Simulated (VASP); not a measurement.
**NaMg3O4: single point with PBE+D3(BJ)**

NaMg3O4:

```
Mg Na O
1.0
     4.26488    0.00000    0.00000
     0.00000    4.26488    0.00000
     0.00000    0.00000    4.26488
Mg Na O
3 1 4
Direct
  0.50000 0.50000 0.00000
  0.00000 0.50000 0.50000
  0.50000 0.00000 0.50000
  0.00000 0.00000 0.00000
  0.00000 0.50000 0.00000
  0.50000 0.00000 0.00000
  0.00000 0.00000 0.50000
  0.50000 0.50000 0.50000
```

| Quantity | Value |
| --- | --- |
| Program | VASP 6.6.1 |
| Task | single point |
| Functional | PBE |
| Dispersion | D3(BJ) |
| Potentials or basis | VASP PAW PBE potentials, release 64 (Mg, Na_pv, O) |
| Cutoff | 520 eV |
| k mesh | 6 × 6 × 6 |
| Occupations | tetrahedron |
| Spin | no spin polarisation |
| Dipole correction | no |
| Further INCAR settings | ALGO = Normal; EDIFF = 1e-07; NBANDS = 28 |

| Quantity | Value |
| --- | --- |
| Pressure | 2.2 GPa |
| Dispersion energy per atom | -0.272 eV |

Levels at points of the mesh, in eV from the Fermi level:
| k point | band 16 | band 17 | band 18 | band 19 | band 20 | band 21 | band 22 | band 23 |
| --- | --- | --- | --- | --- | --- | --- | --- | --- |
| (0.00, 0.00, 0.00) | -0.82 | 0.29 | 0.29 | 0.29 | 5.01 | 9.78 | 9.78 | 9.81 |
| (0.50, 0.00, 0.00) | -0.67 | -0.67 | -0.11 | -0.11 | 7.90 | 8.57 | 11.36 | 11.86 |
| (0.50, 0.50, 0.00) | -0.58 | -0.58 | -0.50 | -0.02 | 9.29 | 9.86 | 9.89 | 9.89 |
| (0.50, 0.50, 0.50) | -0.50 | -0.50 | -0.02 | -0.02 | 7.89 | 8.69 | 8.69 | 8.69 |

Wall time 39 s on 1 thread of Intel(R) Xeon(R) Platinum 8375C CPU @ 2.90GHz (Ice Lake), on a shared host, peak memory 0.2 GiB.

Caveat: an odd number of electrons without spin polarisation forces a metal; a magnetic or distorted state may lie lower; pairwise dispersion overbinds metals, which lowers pressure and volume; tetrahedron occupations give inexact forces and stress in metals.
